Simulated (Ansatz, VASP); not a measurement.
**C: VASP beside Ansatz**

```
CELL_PARAMETERS angstrom
0.02857 1.78759 1.78759
1.78759 0.02857 1.78759
1.78759 1.78759 0.02857
ATOMIC_POSITIONS crystal
C 0.00000 0.00000 0.00000
C 0.25000 0.25000 0.25000
```

Change from the starting cell: strained cell.

Alike in both runs: task relaxation of the atoms; functional PBE; k mesh 9 × 9 × 9; occupations gaussian, width 0.02 eV; no spin polarisation.

|  | VASP | Ansatz |
| --- | --- | --- |
| version | VASP 6.6.1 | Ansatz 0.2.0 |
| potentials or method | VASP PAW PBE potentials, release 64 (C), cutoff 520 eV | scalar-relativistic, plane waves, PAW |
| valence electrons in the cell | 8 | 8 |

|  | VASP | Ansatz | Ansatz less VASP |
| --- | --- | --- | --- |
| gap on the k mesh at the Fermi level, each at its own relaxed structure (eV) | 4.15 | 4.16 | +0.009 |

Ansatz's warnings: stress scf threshold loose.
